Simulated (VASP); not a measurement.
Wanted: the native input for a VASP 6.6.1 run.

```
Task                   : relaxation of cell and atoms
Functional             : PBE
Potentials or basis    : VASP PAW PBE potentials, release 64 (W_sv, S)
Cutoff                 : 600 eV
k mesh                 : 6 × 6 × 6
Occupations            : gaussian, width 0.1 eV
Spin                   : no spin polarisation
Dipole correction      : no
Further INCAR settings : ALGO = Normal; EDIFF = 1e-07; IBRION = 2; EDIFFG = -0.04; NSW = 90; ISIF = 3
```

The structure of W2S lies in POSCAR:

```
W2S
1.0
    4.4585772929      0.0000000000      0.0000000000
   -2.2292886465      3.8612412004      0.0000000000
    0.0000000000      0.0000000000      2.9113281116
W S
2 1
Direct
    0.3333333333      0.6666666667      0.5000000000
    0.6666666667      0.3333333333      0.5000000000
    0.0000000000      0.0000000000      0.0000000000
```

The input as run:

INCAR

```
PREC     = Accurate       # precision mode
ENCUT    = 600            # plane-wave cutoff, eV
EDIFF    = 1E-7           # SCF threshold, eV
ISMEAR   = 0              # smearing method
SIGMA    = 0.1            # smearing width, eV
LREAL    = False          # projectors in reciprocal space
LASPH    = True           # aspherical terms in the spheres
NELM     = 60             # most SCF steps
ALGO     = Normal         # electronic algorithm
ISIF     = 3              # what is computed and relaxed
LWAVE    = False          # write WAVECAR
LCHARG   = False          # write CHGCAR
GGA      = PE             # functional
IBRION   = 2              # ionic algorithm
NSW      = 90             # ionic steps
EDIFFG   = -0.04          # ionic threshold
```

KPOINTS

```
regular mesh
0
Gamma
  6 6 6
```

Potentials or basis: VASP PAW PBE potentials, release 64 (W_sv, S).

Run with:

```bash
$ cat potpaw_PBE.64/W_sv/POTCAR potpaw_PBE.64/S/POTCAR > POTCAR
$ mpirun -np 1 vasp_std > vasp.out
```

It gave:

```json
{"Relaxed volume": "16.65 Å³/atom", "Relaxed cell": "a = 4.495 Å, b = 4.495 Å, c = 2.854 Å, α = 90.00°, β = 90.00°, γ = 120.00°", "Space group after relaxing (to 0.05 Å)": "P6/mmm (No. 191)", "Energy gained by relaxing": "5.0 meV/atom", "Ionic steps": "4", "Pressure after relaxing": "0.0 GPa", "Band gap on the k mesh": "zero (band 17 reaches 10.95 eV, above the bottom of band 18 at 9.50 eV)"}
```

Caveat: spin-orbit coupling is left out, which moves the levels of the heavy elements.

Run time: 74 s on 1 thread of Intel(R) Xeon(R) Platinum 8259CL CPU @ 2.50GHz (Skylake/Cascade Lake), with other jobs on the host, peak memory 0.2 GiB.
